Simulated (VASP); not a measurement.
# SnSe2 in VASP: a series of runs

SnSe2 is run at these levels: PBE; tasks: single point, relaxation of the atoms.

Everything below comes from runs of VASP 6.6.1. Logs are shortened: lines on timing, memory, paths and dates and some standing lists are left out, and cuts for length are marked.

## 1. The cell of the first run

The typed cell holds 3 atoms: a = 3.794 Å, b = 3.866 Å, c = 7.072 Å, α = 90.00°, β = 90.00°, γ = 119.38°.

## 2. Single point, PBE (uniaxial strain along a: -2.0 %, then relaxed in part)

Contents of INCAR:

```
SYSTEM = SnSe2
PREC = Accurate ; ENCUT = 520
EDIFF = 1E-7 ; ISMEAR = 0
SIGMA = 0.02 ; LREAL = .False.
LASPH = .True. ; NELM = 60
ALGO = Normal ; ISIF = 2
LWAVE = .False. ; LCHARG = .True.
GGA = PE ; LELF = .True.
LVHAR = .True. ; NBANDS = 20
```

Contents of KPOINTS:

```
Automatic mesh
0
Gamma
  12 12 4
  0 0 0
```

Contents of POSCAR:

```
SnSe2
1.0
    3.7942388474      0.0003845226      0.0000000000
   -1.8967779223      3.3683262461      0.0000000000
    0.0000000000      0.0000000000      7.0717364610
Sn Se
1 2
Direct
    0.0000000000      0.0000000000      0.0000000000
    0.6673630991      0.3347119215      0.7731561741
    0.3326369009      0.6652880785      0.2268438259
```

Potentials or basis: VASP PAW PBE potentials, release 64 (Sn_d, Se).

The run is started by

```console
> cat potpaw_PBE.64/Sn_d/POTCAR potpaw_PBE.64/Se/POTCAR > POTCAR
> mpirun -np 1 vasp_std > vasp.out
```

OUTCAR:

```text
SYSTEM = SnSe2
   PREC = Accurate
   ENCUT = 520
   EDIFF = 1E-7
   ISMEAR = 0
   LREAL = .False.
   LASPH = .True.
   NELM = 60
   ISIF = 2
   GGA = PE

 ion  position               nearest neighbor table
   1  0.000  0.000  0.000-   2 2.73   3 2.73   2 2.73   3 2.73   2 2.76   3 2.76
   2  0.667  0.335  0.773-   1 2.73   1 2.73   1 2.76
   3  0.333  0.665  0.227-   1 2.73   1 2.73   1 2.76

  LATTYP: Found a simple monoclinic cell.
 ALAT       =     3.7942388669
 B/A-ratio  =     1.8638089770
 C/A-ratio  =     1.0188256510
 COS(beta)  =    -0.4905844503

  Lattice vectors:

 A1 = (   3.7942388474,   0.0003845226,   0.0000000000)
 A2 = (   0.0000000000,   0.0000000000,  -7.0717364610)
 A3 = (  -1.8967779223,   3.3683262461,   0.0000000000)

Analysis of symmetry for initial positions (statically):
=====================================================================
 Subroutine PRICEL returns:
 Original cell was already a primitive cell.

 Routine SETGRP: Setting up the symmetry group for a
 simple monoclinic supercell.

 Subroutine GETGRP returns: Found  2 space group operations
 (whereof  2 operations were pure point group operations)
 out of a pool of  4 trial point group operations.

The static configuration has the point symmetry S_2 .

Analysis of symmetry for dynamics (positions and initial velocities):
=====================================================================
 Subroutine PRICEL returns:
 Original cell was already a primitive cell.

 Routine SETGRP: Setting up the symmetry group for a
 simple monoclinic supercell.

 Subroutine GETGRP returns: Found  2 space group operations
 (whereof  2 operations were pure point group operations)
 out of a pool of  4 trial point group operations.

The dynamic configuration has the point symmetry S_2 .

 Subroutine INISYM returns: Found  2 space group operations
 (whereof  2 operations are pure point group operations),
 and found     1 'primitive' translations

----------------------------------------------------------------------------------------

                                     Primitive cell

  volume of cell :      90.3836

  direct lattice vectors                    reciprocal lattice vectors
     3.794238847  0.000384523  0.000000000     0.263542432  0.148406488  0.000000000
    -1.896777922  3.368326246  0.000000000    -0.000030086  0.296866414  0.000000000
     0.000000000  0.000000000  7.071736461     0.000000000  0.000000000  0.141407985

  length of vectors
     3.794238867  3.865667884  7.071736461     0.302455119  0.296866416  0.141407985

  position of ions in fractional coordinates (direct lattice)
     0.000000000  0.000000000  0.000000000
     0.667363099  0.334711922  0.773156174
     0.332636901  0.665288078  0.226843826

  ion indices of the primitive-cell ions
   primitive index   ion index
                 1           1
                 2           2
                 3           3

----------------------------------------------------------------------------------------

 KPOINTS: Automatic mesh

Automatic generation of k-mesh.
 Grid dimensions read from file:
 generate k-points for:   12   12    4

 Generating k-lattice:

  Cartesian coordinates                     Fractional coordinates (reciprocal lattice)
     0.021961869  0.012367207  0.000000000     0.083333333  0.000000000  0.000000000
    -0.000002507  0.024738868  0.000000000     0.000000000  0.083333333  0.000000000
     0.000000000  0.000000000  0.035351996     0.000000000  0.000000000  0.250000000

  Length of vectors
     0.025204593  0.024738868  0.035351996

  Shift w.r.t. Gamma in fractional coordinates (k-lattice)
     0.000000000  0.000000000  0.000000000

 Subroutine IBZKPT returns following result:
 ===========================================

 Found    292 irreducible k-points:

 Following reciprocal coordinates:
            Coordinates               Weight
  0.000000  0.000000  0.000000      1.000000
  0.083333  0.000000  0.000000      2.000000
  0.166667  0.000000  0.000000      2.000000
  0.250000  0.000000  0.000000      2.000000
  0.333333  0.000000  0.000000      2.000000
  0.416667  0.000000  0.000000      2.000000
[... 16 lines left out ...]
  0.250000  0.166667  0.000000      2.000000
  0.333333  0.166667  0.000000      2.000000
 [... further k-points ...]
   k-points           NKPTS =    292   k-points in BZ     NKDIM =    292   number of bands    NBANDS=     20
   number of dos      NEDOS =    301   number of ions     NIONS =      3
   total plane-waves  NPLWV =  45360
   dimension x,y,z NGX =    28 NGY =   30 NGZ =   54
   dimension x,y,z NGXF=    56 NGYF=   60 NGZF=  108
   ions per type =               1   2
   NGX,Y,Z   is equivalent  to a cutoff of  12.27, 12.90, 12.69 a.u.
   NGXF,Y,Z  is equivalent  to a cutoff of  24.54, 25.80, 25.39 a.u.
 SYSTEM =  SnSe2
   PREC   = accura    normal or accurate (medium, high low for compatibility)
   ISTART =      0    job   : 0-new  1-cont  2-samecut
   ICHARG =      2    charge: 1-file 2-atom 10-const
   ISPIN  =      1    spin polarized calculation?
   LNONCOLLINEAR =      F non collinear calculations
   LSORBIT =      F    spin-orbit coupling
   LASPH  =      T    aspherical Exc in radial PAW
   ENCUT  =  520.0 eV  38.22 Ry    6.18 a.u.   7.05  7.19 13.15*2*pi/ulx,y,z
   NELM   =     60;   NELMIN=  2; NELMDL= -5     # of ELM steps
   EDIFF  = 0.1E-06   stopping-criterion for ELM
   LREAL  =      F    real-space projection
   EDIFFG = 0.1E-05   stopping-criterion for IOM
   NSW    =      0    number of steps for IOM
   IBRION =     -1    ionic relax: 0-MD 1-quasi-New 2-CG
   NFREE  =      0    steps in history (QN), initial steepest desc. (CG)
   ISIF   =      2    stress and relaxation
   ISYM   =      2    0-nonsym 1-usesym 2-fastsym
   POTIM  = 0.5000    time-step for ionic-motion
   TEBEG  =    0.0;   TEEND  =   0.0 temperature during run
   PSTRESS=    0.0 pullay stress
   NELECT =      26.0000    total number of electrons
   NUPDOWN=      -1.0000    fix difference up-down
   EMIN   =  10.00;   EMAX   =-10.00  energy-range for DOS
   EFERMI =   0.00;   METHOD = LEGACY
   ISMEAR =     0;   SIGMA  =   0.02  broadening in eV -4-tet -1-fermi 0-gaus
   EFERMI_NEDOS =   21; number of points for ismear=-14 and -15
   IALGO  =     38    algorithm
   IMIX   =      4    mixing-type and parameters
     AMIX     =   0.40;   BMIX     =  1.00
     AMIX_MAG =   1.60;   BMIX_MAG =  1.00
  volume/ion in A,a.u.               =      30.13       203.31
  Fermi-wavevector in a.u.,A,eV,Ry     =   1.080694  2.042215 15.890237  1.167899
  Thomas-Fermi vector in A             =   2.216692
   LORBIT       =      0    0 simple, 1 ext, 2 COOP (PROOUT), +10 PAW based schemes
   GGA     = PE    functional components
   LHFCALC =     F    Hartree Fock is set to
   AEXX    =    0.0000 exact exchange contribution
   IVDW    =     0    specifies the selected vdW correction
   LEPSILON=     F    determine dielectric tensor
   LRPA    =     F    only Hartree local field effects (RPA)
 non-spin polarized calculation
 Gauss-broadening in eV      SIGMA  =   0.02
  energy-cutoff  :      520.00
  volume of cell :       90.38
 maximum number of plane-waves:      2453
   NGX = 15   NGY = 15   NGZ = 27

 number of electron      26.0000000 magnetization

 Free energy of the ion-electron system (eV)
  ---------------------------------------------------
  ext. energy  EPLUGINS =         0.00000000
  ---------------------------------------------------
  free energy    TOTEN  =       -11.86485181 eV

  energy without entropy =      -11.86485181  energy(sigma->0) =      -11.86485181

 E-fermi :   2.7815     XC(G=0):  -8.5937

 val. band max:        2.6845405444   @ k =   0.0000   0.1667   0.0000
 cond. band min:       3.2289763028   @ k =   0.5000   0.5000   0.5000
 fundamental gap:      0.5444357584
 Fermi energy:         2.7814820743

 k-point     1 :       0.0000    0.0000    0.0000
  band No.  band energies     occupation
      1     -18.5467      2.00000
      2     -18.5370      2.00000
      3     -18.5046      2.00000
      4     -18.4989      2.00000
      5     -18.4924      2.00000
      6     -10.8430      2.00000
[... 12 lines left out ...]
     19      11.3581      0.00000
     20      11.4368      0.00000

 k-point     2 :       0.0833    0.0000    0.0000
  band No.  band energies     occupation
      1     -18.5455      2.00000
      2     -18.5379      2.00000
      3     -18.5031      2.00000
      4     -18.5004      2.00000
      5     -18.4925      2.00000
      6     -10.7770      2.00000
[... 12 lines left out ...]
     19      10.8827      0.00000
     20      11.4859      0.00000

 k-point     3 :       0.1667    0.0000    0.0000
  band No.  band energies     occupation
      1     -18.5494      2.00000
      2     -18.5342      2.00000
      3     -18.5054      2.00000
      4     -18.4978      2.00000
      5     -18.4919      2.00000
      6     -10.5841      2.00000
[... 12 lines left out ...]
     19      10.7026      0.00000
     20      11.2972      0.00000

 k-point     4 :       0.2500    0.0000    0.0000
  band No.  band energies     occupation
      1     -18.5601      2.00000
      2     -18.5270      2.00000
      3     -18.5110      2.00000
      4     -18.4918      2.00000
      5     -18.4878      2.00000
      6     -10.2816      2.00000
[... 12 lines left out ...]
     19      10.9321      0.00000
     20      11.1776      0.00000

 k-point     5 :       0.3333    0.0000    0.0000
  band No.  band energies     occupation
      1     -18.5722      2.00000
      2     -18.5222      2.00000
      3     -18.5159      2.00000
      4     -18.4860      2.00000
      5     -18.4804      2.00000
      6      -9.9075      2.00000
[... 12 lines left out ...]
     19      10.8823      0.00000
     20      11.8639      0.00000

 k-point     6 :       0.4167    0.0000    0.0000
  band No.  band energies     occupation
      1     -18.5814      2.00000
      2     -18.5210      2.00000
      3     -18.5185      2.00000
      4     -18.4807      2.00000
      5     -18.4743      2.00000
      6      -9.5394      2.00000
[... 12 lines left out ...]
     19      11.1845      0.00000
     20      12.2959      0.00000

 k-point     7 :       0.5000    0.0000    0.0000
  band No.  band energies     occupation
      1     -18.5848      2.00000
      2     -18.5216      2.00000
      3     -18.5187      2.00000
      4     -18.4785      2.00000
      5     -18.4719      2.00000
      6      -9.3504      2.00000
[... 12 lines left out ...]
     19      11.6546      0.00000
     20      11.9548      0.00000
[... 277 lines left out ...]
 k-point    20 :       0.0000    0.1667    0.0000
  band No.  band energies     occupation
      1     -18.5558      2.00000
      2     -18.5285      2.00000
      3     -18.4994      2.00000
      4     -18.4986      2.00000
      5     -18.4968      2.00000
      6     -10.5950      2.00000
[... 12 lines left out ...]
     19      10.6623      0.00000
     20      11.2305      0.00000

 k-point    21 :       0.0833    0.1667    0.0000
  band No.  band energies     occupation
      1     -18.5595      2.00000
      2     -18.5268      2.00000
      3     -18.5025      2.00000
      4     -18.4984      2.00000
      5     -18.4914      2.00000
      6     -10.4150      2.00000
[... 12 lines left out ...]
     19      10.6939      0.00000
     20      11.0293      0.00000

 k-point    22 :       0.1667    0.1667    0.0000
  band No.  band energies     occupation
      1     -18.5628      2.00000
      2     -18.5280      2.00000
      3     -18.5063      2.00000
      4     -18.4966      2.00000
      5     -18.4842      2.00000
      6     -10.1301      2.00000
[... 12 lines left out ...]
     19      10.0918      0.00000
     20      11.3038      0.00000

 k-point    23 :       0.2500    0.1667    0.0000
  band No.  band energies     occupation
      1     -18.5672      2.00000
      2     -18.5295      2.00000
      3     -18.5099      2.00000
      4     -18.4919      2.00000
      5     -18.4784      2.00000
      6      -9.7776      2.00000
[... 12 lines left out ...]
     19      10.4803      0.00000
     20      11.3276      0.00000

 k-point    24 :       0.3333    0.1667    0.0000
  band No.  band energies     occupation
      1     -18.5718      2.00000
      2     -18.5304      2.00000
      3     -18.5128      2.00000
      4     -18.4855      2.00000
      5     -18.4758      2.00000
      6      -9.4290      2.00000
[... 12 lines left out ...]
     19      11.1674      0.00000
     20      11.7478      0.00000

 [... further k-points ...]

------------------------ aborting loop because EDIFF is reached ----------------------------------------

  FORCE on cell =-STRESS in cart. coord.  units (eV):
  Direction    XX          YY          ZZ          XY          YZ          ZX
  --------------------------------------------------------------------------------------
  -------------------------------------------------------------------------------------
  Total        0.9757785      0.0256042      0.0372417     -0.0032928     -0.0011990      0.0007369
  in kB       17.2970542      0.4538715      0.6601627     -0.0583693     -0.0212534      0.0130626
  external PRESSURE =       6.1370295 kB  Pullay stress =       0.0000000 kB

 VOLUME and BASIS-vectors are now :
 -----------------------------------------------------------------------------
  energy-cutoff  :      520.00
  volume of cell :       90.38
      direct lattice vectors                 reciprocal lattice vectors
     3.794238847  0.000384523  0.000000000     0.263542432  0.148406488  0.000000000
    -1.896777922  3.368326246  0.000000000    -0.000030086  0.296866414  0.000000000
     0.000000000  0.000000000  7.071736461     0.000000000  0.000000000  0.141407985

 POSITION                                       TOTAL-FORCE (eV/Angst)
 -----------------------------------------------------------------------------------
      0.00000      0.00000      0.00000         0.000000      0.000000      0.000000
      1.89726      1.12768      5.46756        -0.000214      0.000500     -0.013403
      0.00020      2.24104      1.60418         0.000214     -0.000500      0.013403
 -----------------------------------------------------------------------------------
    total drift:                                0.000000      0.000000      0.000000

  FREE ENERGIE OF THE ION-ELECTRON SYSTEM (eV)
  ---------------------------------------------------
  free  energy   TOTEN  =       -11.8648518085 eV

  energy  without entropy=      -11.8648518085  energy(sigma->0) =      -11.86485181
```

It took 4.7 min on 1 thread of AMD EPYC 9R45 (Zen 5), shared host; peak memory 0.56 GiB.

Results:

```
Free energy            : -11.8649 eV
Pressure               : 0.6 GPa
Largest force          : 0.013 eV/Å
Band gap on the k mesh : 0.54 eV (least direct gap 1.04 eV)
```

Forces in eV/Å, atoms in the order of the input:
```
Sn   0.000  0.000  0.000
Se   0.000  0.001 -0.013
Se   0.000 -0.001  0.013
```

Levels at points of the mesh, in eV from the valence-band top:
| k point | band 10 | band 11 | band 12 | band 13 | band 14 | band 15 | band 16 | band 17 |
| --- | --- | --- | --- | --- | --- | --- | --- | --- |
| (0.00, 0.00, 0.00) | -0.56 | -0.46 | -0.24 | -0.11 | 1.09 | 3.05 | 4.47 | 4.66 |
| (0.50, 0.00, 0.00) | -2.53 | -2.32 | -0.93 | -0.43 | 0.76 | 3.74 | 5.41 | 5.53 |
| (0.00, 0.50, 0.00) | -2.59 | -2.11 | -0.94 | -0.26 | 0.96 | 3.97 | 5.56 | 5.63 |
| (0.50, 0.50, 0.00) | -2.53 | -2.32 | -0.93 | -0.43 | 0.76 | 3.74 | 5.41 | 5.53 |
| (0.00, 0.00, 0.50) | -0.60 | -0.48 | -0.20 | -0.07 | 1.96 | 2.97 | 4.40 | 4.60 |
| (0.50, 0.00, 0.50) | -2.33 | -2.18 | -0.78 | -0.52 | 0.55 | 4.04 | 4.77 | 5.58 |
| (0.00, 0.50, 0.50) | -2.27 | -2.08 | -0.78 | -0.35 | 0.69 | 4.23 | 4.78 | 5.57 |
| (0.50, 0.50, 0.50) | -2.33 | -2.18 | -0.78 | -0.52 | 0.54 | 4.04 | 4.77 | 5.58 |

Caveat: the cell differs from its parent crystal (uniaxial strain along a: -2.0 %, then relaxed in part); semilocal functionals underestimate gaps, and a narrow one can read as zero; spin-orbit coupling is left out, which moves the levels of the heavy elements. A k mesh can miss the band edges.

## 3. Single point, PBE (uniaxial strain along a: +2.0 %, then relaxed in part)

Contents of INCAR:

```
SYSTEM = SnSe2
ALGO = Normal
EDIFF = 1E-6
ENCUT = 520
GGA = PE
ISIF = 2
ISMEAR = 0
LASPH = .True.
LCHARG = .True.
LELF = .True.
LREAL = .False.
LVHAR = .True.
LWAVE = .False.
NBANDS = 20
NELM = 100
PREC = Accurate
SIGMA = 0.02
```

Contents of KPOINTS:

```
k-points
0
Gamma
  12 12 4
  0 0 0
```

Contents of POSCAR:

```
SnSe2
1.0
    3.9491057594      0.0000082657      0.0000000000
   -1.9745458969      3.3361740163      0.0000000000
    0.0000000000      0.0000000000      6.9361321061
Sn Se
1 2
Direct
    0.0000000000      0.0000000000      0.0000000000
    0.6664216763      0.3328515933      0.7714260481
    0.3335783237      0.6671484067      0.2285739519
```

Potentials or basis: VASP PAW PBE potentials, release 64 (Sn_d, Se).

The run is started by

```console
> cat potpaw_PBE.64/Sn_d/POTCAR potpaw_PBE.64/Se/POTCAR > POTCAR
> mpirun -np 1 vasp_std > vasp.out
```

Wall time 2.4 min (1 thread of AMD EPYC 9R45 (Zen 5), shared host); peak memory 0.39 GiB.

The run converged. Its results:

```
Free energy            : -11.8665 eV
Pressure               : -0.4 GPa
Largest force          : 0.013 eV/Å
Band gap on the k mesh : 0.62 eV (least direct gap 1.08 eV)
```

Forces on the atoms (eV/Å):
```
Sn   0.000  0.000  0.000
Se   0.000 -0.002 -0.013
Se   0.000  0.002  0.013
```

Stress tensor (GPa, compression positive):
```
-1.39  0.00  0.00
 0.00  0.06  0.01
 0.00  0.01  0.06
```

Levels at points of the mesh, in eV from the valence-band top:
| k point | band 10 | band 11 | band 12 | band 13 | band 14 | band 15 | band 16 | band 17 |
| --- | --- | --- | --- | --- | --- | --- | --- | --- |
| (0.00, 0.00, 0.00) | -0.53 | -0.36 | -0.22 | -0.12 | 1.01 | 2.98 | 4.42 | 4.65 |
| (0.50, 0.00, 0.00) | -2.37 | -2.11 | -0.76 | -0.23 | 0.98 | 3.94 | 5.60 | 5.73 |
| (0.00, 0.50, 0.00) | -2.34 | -2.28 | -0.74 | -0.38 | 0.79 | 3.72 | 5.41 | 5.70 |
| (0.00, 0.00, 0.50) | -0.58 | -0.48 | -0.18 | -0.07 | 1.90 | 2.91 | 4.34 | 4.57 |
| (0.50, 0.00, 0.50) | -2.12 | -1.96 | -0.59 | -0.34 | 0.74 | 4.26 | 4.95 | 5.80 |
| (0.00, 0.50, 0.50) | -2.29 | -1.94 | -0.61 | -0.49 | 0.62 | 4.07 | 4.98 | 5.73 |

Caveat: the cell differs from its parent crystal (uniaxial strain along a: +2.0 %, then relaxed in part); semilocal functionals underestimate gaps, and a narrow one can read as zero; spin-orbit coupling is left out, which moves the levels of the heavy elements; this functional lacks dispersion, which binds layers or chains, so the pressure and a relaxed spacing across them are unreliable.

(Continued in part 2 of 2.)
